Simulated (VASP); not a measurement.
A run of VASP 6.6.1 is set up as follows.

The input INCAR:

```
SYSTEM = LiF
ALGO = Normal ; EDIFF = 1E-6
ENCUT = 520 ; GGA = PE
ISIF = 2 ; ISMEAR = 0
LASPH = .TRUE. ; LCHARG = .TRUE.
LELF = .TRUE. ; LREAL = .FALSE.
LVHAR = .TRUE. ; LWAVE = .FALSE.
NBANDS = 12 ; NELM = 80
PREC = Accurate ; SIGMA = 0.02
```

Contents of KPOINTS:

```
k-points
0
G
  10 10 10
  0 0 0
```

Contents of POSCAR:

```
LiF
1.0
    0.0000000000      1.9924760102      1.9924760102
    1.9924760102      0.0000000000      1.9924760102
    1.9924760102      1.9924760102      0.0000000000
Li F
1 1
Direct
    0.5000000000      0.5000000000      0.5000000000
    0.0000000000      0.0000000000      0.0000000000
```

Potentials or basis: VASP PAW PBE potentials, release 64 (Li_sv, F).

The run is started by

```console
$ cat potpaw_PBE.64/Li_sv/POTCAR potpaw_PBE.64/F/POTCAR > POTCAR
$ mpirun -np 1 vasp_std > vasp.out
```

Problem. Predict the band gap on the k mesh.

Solution. 9.38 eV, direct.

 A k mesh can miss the band edges.
